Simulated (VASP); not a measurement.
# Ta5N (P4/nmm) in VASP: single point with PBE

Aim: the single point of Ta5N with PBE.

Everything below comes from runs of VASP 6.6.1. Logs are shortened: lines on timing, memory, paths and dates and some standing lists are left out, and cuts for length are marked.

## 1. The cell of the first run

The structure is tetragonal, space group P4/nmm (No. 129). The conventional cell has a = 3.226 Å, b = 3.226 Å, c = 18.188 Å, α = 90.00°, β = 90.00°, γ = 90.00°. Ta (site symmetry 4mm) has 14 Ta at 2.82 to 3.56 Å within 3.7 Å. Ta (site symmetry 4mm) has 14 Ta at 2.85 to 3.45 Å within 3.8 Å. Within 3.8 Å of Ta (site symmetry 4mm) lie 14 Ta at 2.85 to 3.45 Å. Ta (site symmetry 4mm) has 5 N at 2.20 to 2.30 Å and 4 Ta at 2.97 Å within 3.0 Å. Within 3.0 Å of Ta (site symmetry 4mm) lie 1 N at 2.19 Å and 8 Ta at 2.82 to 2.97 Å. Within 3.0 Å of N (site symmetry 4mm) lie 6 Ta at 2.19 to 2.30 Å and 4 N at 2.98 Å.

## 2. Single point, PBE

Contents of INCAR:

```
SYSTEM = Ta5N
  ALGO = Normal
  EDIFF = 1E-6
  ENCUT = 520
  GGA = PE
  ISIF = 2
  ISMEAR = 0
  LASPH = .True.
  LCHARG = .False.
  LREAL = .False.
  LWAVE = .False.
  NBANDS = 72
  NELM = 100
  PREC = Accurate
  SIGMA = 0.1
```

Contents of KPOINTS:

```
k-points
0
Gamma
  10 10 2
  0 0 0
```

Contents of POSCAR:

```
Ta5N
1.0
    3.2255980246      0.0000000000      0.0000000000
    0.0000000000      3.2255980246      0.0000000000
    0.0000000000      0.0000000000     18.1880090609
Ta N
10 2
Direct
    0.0000000000      0.5000000000      0.7361748090
    0.5000000000      0.0000000000      0.6423677718
    0.0000000000      0.5000000000      0.5470579731
    0.0000000000      0.5000000000      0.9316335295
    0.0000000000      0.5000000000      0.1729569705
    0.5000000000      0.0000000000      0.0683664705
    0.5000000000      0.0000000000      0.8270430295
    0.5000000000      0.0000000000      0.2638251910
    0.0000000000      0.5000000000      0.3576322282
    0.5000000000      0.0000000000      0.4529420269
    0.0000000000      0.5000000000      0.0526336246
    0.5000000000      0.0000000000      0.9473663754
```

Potentials or basis: VASP PAW PBE potentials, release 64 (Ta_pv, N).

On the command line:

```sh
$ cat potpaw_PBE.64/Ta_pv/POTCAR potpaw_PBE.64/N/POTCAR > POTCAR
$ mpirun -np 1 vasp_std > vasp.out
```

OUTCAR:

```text
SYSTEM = Ta5N
   EDIFF = 1E-6
   ENCUT = 520
   GGA = PE
   ISIF = 2
   ISMEAR = 0
   LASPH = .True.
   LREAL = .False.
   NELM = 100
   PREC = Accurate

 ion  position               nearest neighbor table
   1  0.000  0.500  0.736-   7 2.82   7 2.82   7 2.82   7 2.82   2 2.85   2 2.85   2 2.85   2 2.85
                             3 3.44   4 3.56
   2  0.500  0.000  0.642-   1 2.85   1 2.85   1 2.85   1 2.85   3 2.86   3 2.86   3 2.86   3 2.86
                             7 3.36  10 3.45
   3  0.000  0.500  0.547-  10 2.85  10 2.85  10 2.85  10 2.85   2 2.86   2 2.86   2 2.86   2 2.86
                             1 3.44   9 3.45
   4  0.000  0.500  0.932-  11 2.20  12 2.30  12 2.30  12 2.30  12 2.30   7 2.97   7 2.97   7 2.97
                             7 2.97   6 3.37   6 3.37   6 3.37   6 3.37   1 3.56
   5  0.000  0.500  0.173-  11 2.19   8 2.82   8 2.82   8 2.82   8 2.82   6 2.97   6 2.97   6 2.97
                             6 2.97   9 3.36
   6  0.500  0.000  0.068-  12 2.20  11 2.30  11 2.30  11 2.30  11 2.30   5 2.97   5 2.97   5 2.97
                             5 2.97   4 3.37   4 3.37   4 3.37   4 3.37   8 3.56
   7  0.500  0.000  0.827-  12 2.19   1 2.82   1 2.82   1 2.82   1 2.82   4 2.97   4 2.97   4 2.97
                             4 2.97   2 3.36
   8  0.500  0.000  0.264-   5 2.82   5 2.82   5 2.82   5 2.82   9 2.85   9 2.85   9 2.85   9 2.85
                            10 3.44   6 3.56
   9  0.000  0.500  0.358-   8 2.85   8 2.85   8 2.85   8 2.85  10 2.86  10 2.86  10 2.86  10 2.86
                             5 3.36   3 3.45
  10  0.500  0.000  0.453-   3 2.85   3 2.85   3 2.85   3 2.85   9 2.86   9 2.86   9 2.86   9 2.86
                             8 3.44   2 3.45
  11  0.000  0.500  0.053-   5 2.19   4 2.20   6 2.30   6 2.30   6 2.30   6 2.30
  12  0.500  0.000  0.947-   7 2.19   6 2.20   4 2.30   4 2.30   4 2.30   4 2.30

  LATTYP: Found a simple tetragonal cell.
 ALAT       =     3.2255980246
 C/A-ratio  =     5.6386471353

  Lattice vectors:

 A1 = (   3.2255980246,   0.0000000000,   0.0000000000)
 A2 = (   0.0000000000,   3.2255980246,   0.0000000000)
 A3 = (   0.0000000000,   0.0000000000,  18.1880090609)

Analysis of symmetry for initial positions (statically):
=====================================================================
 Subroutine PRICEL returns:
 Original cell was already a primitive cell.

 Routine SETGRP: Setting up the symmetry group for a
 simple tetragonal supercell.

 Subroutine GETGRP returns: Found 16 space group operations
 (whereof  8 operations were pure point group operations)
 out of a pool of 16 trial point group operations.

The static configuration has the point symmetry D_2d.
 The point group associated with its full space group is D_4h.

Analysis of symmetry for dynamics (positions and initial velocities):
=====================================================================
 Subroutine PRICEL returns:
 Original cell was already a primitive cell.

 Routine SETGRP: Setting up the symmetry group for a
 simple tetragonal supercell.

 Subroutine GETGRP returns: Found 16 space group operations
 (whereof  8 operations were pure point group operations)
 out of a pool of 16 trial point group operations.

The dynamic configuration has the point symmetry D_2d.
 The point group associated with its full space group is D_4h.

 Subroutine INISYM returns: Found 16 space group operations
 (whereof  8 operations are pure point group operations),
 and found     1 'primitive' translations

----------------------------------------------------------------------------------------

                                     Primitive cell

  volume of cell :     189.2368

  direct lattice vectors                    reciprocal lattice vectors
     3.225598025  0.000000000  0.000000000     0.310020031  0.000000000  0.000000000
     0.000000000  3.225598025  0.000000000     0.000000000  0.310020031  0.000000000
     0.000000000  0.000000000 18.188009061     0.000000000  0.000000000  0.054981279

  length of vectors
     3.225598025  3.225598025 18.188009061     0.310020031  0.310020031  0.054981279

  position of ions in fractional coordinates (direct lattice)
     0.000000000  0.500000000  0.736174809
     0.500000000  0.000000000  0.642367772
     0.000000000  0.500000000  0.547057973
     0.000000000  0.500000000  0.931633529
     0.000000000  0.500000000  0.172956971
     0.500000000  0.000000000  0.068366471
     0.500000000  0.000000000  0.827043029
     0.500000000  0.000000000  0.263825191
     0.000000000  0.500000000  0.357632228
     0.500000000  0.000000000  0.452942027
     0.000000000  0.500000000  0.052633625
     0.500000000  0.000000000  0.947366375

  ion indices of the primitive-cell ions
   primitive index   ion index
                 1           1
                 2           2
                 3           3
                 4           4
                 5           5
                 6           6
                 7           7
                 8           8
                 9           9
                10          10
                11          11
                12          12

----------------------------------------------------------------------------------------

 KPOINTS: k-points

Automatic generation of k-mesh.
 Grid dimensions read from file:
 generate k-points for:   10   10    2

 Generating k-lattice:

  Cartesian coordinates                     Fractional coordinates (reciprocal lattice)
     0.031002003  0.000000000  0.000000000     0.100000000  0.000000000  0.000000000
     0.000000000  0.031002003  0.000000000     0.000000000  0.100000000  0.000000000
     0.000000000  0.000000000  0.027490639     0.000000000  0.000000000  0.500000000

  Length of vectors
     0.031002003  0.031002003  0.027490639

  Shift w.r.t. Gamma in fractional coordinates (k-lattice)
     0.000000000  0.000000000  0.000000000

 Subroutine IBZKPT returns following result:
 ===========================================

 Found     42 irreducible k-points:

 Following reciprocal coordinates:
            Coordinates               Weight
  0.000000  0.000000  0.000000      1.000000
  0.100000  0.000000  0.000000      4.000000
  0.200000  0.000000  0.000000      4.000000
  0.300000  0.000000  0.000000      4.000000
  0.400000  0.000000  0.000000      4.000000
  0.500000  0.000000  0.000000      2.000000
[... 16 lines left out ...]
  0.100000  0.000000  0.500000      4.000000
  0.200000  0.000000  0.500000      4.000000
 [... further k-points ...]
   k-points           NKPTS =     42   k-points in BZ     NKDIM =     42   number of bands    NBANDS=     72
   number of dos      NEDOS =    301   number of ions     NIONS =     12
   total plane-waves  NPLWV =  80640
   dimension x,y,z NGX =    24 NGY =   24 NGZ =  140
   dimension x,y,z NGXF=    48 NGYF=   48 NGZF=  280
   ions per type =              10   2
   NGX,Y,Z   is equivalent  to a cutoff of  12.37, 12.37, 12.80 a.u.
   NGXF,Y,Z  is equivalent  to a cutoff of  24.74, 24.74, 25.59 a.u.
 SYSTEM =  Ta5N
   PREC   = accura    normal or accurate (medium, high low for compatibility)
   ISTART =      0    job   : 0-new  1-cont  2-samecut
   ICHARG =      2    charge: 1-file 2-atom 10-const
   ISPIN  =      1    spin polarized calculation?
   LNONCOLLINEAR =      F non collinear calculations
   LSORBIT =      F    spin-orbit coupling
   LASPH  =      T    aspherical Exc in radial PAW
   ENCUT  =  520.0 eV  38.22 Ry    6.18 a.u.   6.00  6.00 33.82*2*pi/ulx,y,z
   NELM   =    100;   NELMIN=  2; NELMDL= -5     # of ELM steps
   EDIFF  = 0.1E-05   stopping-criterion for ELM
   LREAL  =      F    real-space projection
   EDIFFG = 0.1E-04   stopping-criterion for IOM
   NSW    =      0    number of steps for IOM
   IBRION =     -1    ionic relax: 0-MD 1-quasi-New 2-CG
   NFREE  =      0    steps in history (QN), initial steepest desc. (CG)
   ISIF   =      2    stress and relaxation
   ISYM   =      2    0-nonsym 1-usesym 2-fastsym
   POTIM  = 0.5000    time-step for ionic-motion
   TEBEG  =    0.0;   TEEND  =   0.0 temperature during run
   PSTRESS=    0.0 pullay stress
   NELECT =     120.0000    total number of electrons
   NUPDOWN=      -1.0000    fix difference up-down
   EMIN   =  10.00;   EMAX   =-10.00  energy-range for DOS
   EFERMI =   0.00;   METHOD = LEGACY
   ISMEAR =     0;   SIGMA  =   0.10  broadening in eV -4-tet -1-fermi 0-gaus
   EFERMI_NEDOS =   21; number of points for ismear=-14 and -15
   IALGO  =     38    algorithm
   IMIX   =      4    mixing-type and parameters
     AMIX     =   0.40;   BMIX     =  1.00
     AMIX_MAG =   1.60;   BMIX_MAG =  1.00
  volume/ion in A,a.u.               =      15.77       106.42
  Fermi-wavevector in a.u.,A,eV,Ry     =   1.406479  2.657861 26.914830  1.978184
  Thomas-Fermi vector in A             =   2.528835
   LORBIT       =      0    0 simple, 1 ext, 2 COOP (PROOUT), +10 PAW based schemes
   GGA     = PE    functional components
   LHFCALC =     F    Hartree Fock is set to
   AEXX    =    0.0000 exact exchange contribution
   IVDW    =     0    specifies the selected vdW correction
   LEPSILON=     F    determine dielectric tensor
   LRPA    =     F    only Hartree local field effects (RPA)
 non-spin polarized calculation
 Gauss-broadening in eV      SIGMA  =   0.10
  energy-cutoff  :      520.00
  volume of cell :      189.24
 maximum number of plane-waves:      5152
 NGX is ok and might be reduce to    24
   NGX = 11   NGY = 11   NGZ = 67

 number of electron     120.0000000 magnetization

 Free energy of the ion-electron system (eV)
  ---------------------------------------------------
  ext. energy  EPLUGINS =         0.00000000
  ---------------------------------------------------
  free energy    TOTEN  =      -138.77869491 eV

  energy without entropy =     -138.72890789  energy(sigma->0) =     -138.75380140

 E-fermi :   6.1034     XC(G=0): -12.7334

 val. band max:        6.0924245104   @ k =   0.2000   0.0000   0.5000
 cond. band min:       6.1036295986   @ k =   0.5000   0.3000   0.5000
 fundamental gap:      0.0112050882
 Fermi energy:         6.1033550215

 k-point     1 :       0.0000    0.0000    0.0000
  band No.  band energies     occupation
      1     -29.2196      2.00000
      2     -29.2196      2.00000
      3     -29.1631      2.00000
      4     -29.1631      2.00000
      5     -29.1530      2.00000
      6     -28.9666      2.00000
[... 64 lines left out ...]
     71       8.0857      0.00000
     72       8.3443      0.00000

 k-point     2 :       0.1000    0.0000    0.0000
  band No.  band energies     occupation
      1     -29.2537      2.00000
      2     -29.2141      2.00000
      3     -29.2062      2.00000
      4     -29.1602      2.00000
      5     -29.1373      2.00000
      6     -28.9650      2.00000
[... 64 lines left out ...]
     71       8.4875      0.00000
     72       8.5616      0.00000

 k-point     3 :       0.2000    0.0000    0.0000
  band No.  band energies     occupation
      1     -29.3377      2.00000
      2     -29.2975      2.00000
      3     -29.1991      2.00000
      4     -29.1531      2.00000
      5     -29.1151      2.00000
      6     -28.9664      2.00000
[... 1564 lines left out ...]
     71       8.2906      0.00000
     72       8.4477      0.00000

 k-point    24 :       0.2000    0.0000    0.5000
  band No.  band energies     occupation
      1     -29.3377      2.00000
      2     -29.2975      2.00000
      3     -29.1991      2.00000
      4     -29.1531      2.00000
      5     -29.1151      2.00000
      6     -28.9664      2.00000
[... 64 lines left out ...]
     71       8.6415      0.00000
     72       8.6676      0.00000

 [... further k-points ...]

------------------------ aborting loop because EDIFF is reached ----------------------------------------

  FORCE on cell =-STRESS in cart. coord.  units (eV):
  Direction    XX          YY          ZZ          XY          YZ          ZX
  --------------------------------------------------------------------------------------
  -------------------------------------------------------------------------------------
  Total        0.2417103      0.2417103      0.3127431      0.0000000      0.0000000      0.0000000
  in kB        2.0464452      2.0464452      2.6478461      0.0000000      0.0000000      0.0000000
  external PRESSURE =       2.2469122 kB  Pullay stress =       0.0000000 kB

 VOLUME and BASIS-vectors are now :
 -----------------------------------------------------------------------------
  energy-cutoff  :      520.00
  volume of cell :      189.24
      direct lattice vectors                 reciprocal lattice vectors
     3.225598025  0.000000000  0.000000000     0.310020031  0.000000000  0.000000000
     0.000000000  3.225598025  0.000000000     0.000000000  0.310020031  0.000000000
     0.000000000  0.000000000 18.188009061     0.000000000  0.000000000  0.054981279

 POSITION                                       TOTAL-FORCE (eV/Angst)
 -----------------------------------------------------------------------------------
      0.00000      1.61280     13.38955        -0.000000     -0.000000     -0.000010
      1.61280      0.00000     11.68339        -0.000000     -0.000000     -0.001677
      0.00000      1.61280      9.94990         0.000000     -0.000000     -0.000553
      0.00000      1.61280     16.94456         0.000000      0.000000     -0.024727
      0.00000      1.61280      3.14574         0.000000      0.000000      0.019906
      1.61280      0.00000      1.24345         0.000000     -0.000000      0.024727
      1.61280      0.00000     15.04227         0.000000     -0.000000     -0.019906
      1.61280      0.00000      4.79845         0.000000     -0.000000      0.000010
      0.00000      1.61280      6.50462         0.000000     -0.000000      0.001677
      1.61280      0.00000      8.23811         0.000000     -0.000000      0.000553
      0.00000      1.61280      0.95730         0.000000     -0.000000     -0.004436
      1.61280      0.00000     17.23071        -0.000000     -0.000000      0.004436
 -----------------------------------------------------------------------------------
    total drift:                                0.000000      0.000000      0.000000

  FREE ENERGIE OF THE ION-ELECTRON SYSTEM (eV)
  ---------------------------------------------------
  free  energy   TOTEN  =      -138.7786949133 eV

  energy  without entropy=     -138.7289078903  energy(sigma->0) =     -138.75380140
```

Wall time 14 min (1 thread of Intel Xeon Platinum 8259CL at 2.50GHz (Skylake/Cascade Lake), shared host); peak memory 0.52 GiB.

What came out:

- Free energy: -138.7787 eV
- Pressure: 0.2 GPa
- Largest force: 0.025 eV/Å
- Band gap on the k mesh: zero (bands 60 and 61 overlap by 1.65 eV)

Forces in eV/Å, atoms in the order of the input:
```
Ta   0.000  0.000  0.000
Ta   0.000  0.000 -0.002
Ta   0.000  0.000 -0.001
Ta   0.000  0.000 -0.025
Ta   0.000  0.000  0.020
Ta   0.000  0.000  0.025
Ta   0.000  0.000 -0.020
Ta   0.000  0.000  0.000
Ta   0.000  0.000  0.002
Ta   0.000  0.000  0.001
N    0.000  0.000 -0.004
N    0.000  0.000  0.004
```

Caveat: spin-orbit coupling is left out, which moves the levels of the heavy elements.
